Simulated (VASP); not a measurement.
BN (Qingsongite):

```
CELL_PARAMETERS angstrom
0.00000 1.80750 1.80750
1.80750 0.00000 1.80750
1.80750 1.80750 0.00000
ATOMIC_POSITIONS crystal
B 0.00000 0.00000 0.00000
N 0.25000 0.25000 0.25000
```

Base run:

```yaml
Program: VASP 6.6.1
Functional: PBEsol
Potentials_or_basis: VASP PAW PBE potentials, release 64 (B, N)
Cutoff: 520 eV
k_mesh: 12 × 12 × 12
Occupations: gaussian, width 0.01 eV
Spin: no spin polarisation
```

Its results: band gap on the k mesh 4.28 eV, indirect (least direct gap 8.76 eV); pressure -2.3 GPa.

Task: The run is repeated on the same cell with these changes: k mesh from 12 × 12 × 12 to 4 × 4 × 4. What comes out?

Result: Band gap on the k mesh 4.25 eV, indirect (least direct gap 8.73 eV); pressure -1.7 GPa.

Caveats: some runs use coarse meshes; the PAW data sets were made with another functional, which shifts forces and pressure a little.

A k mesh can miss the band edges.
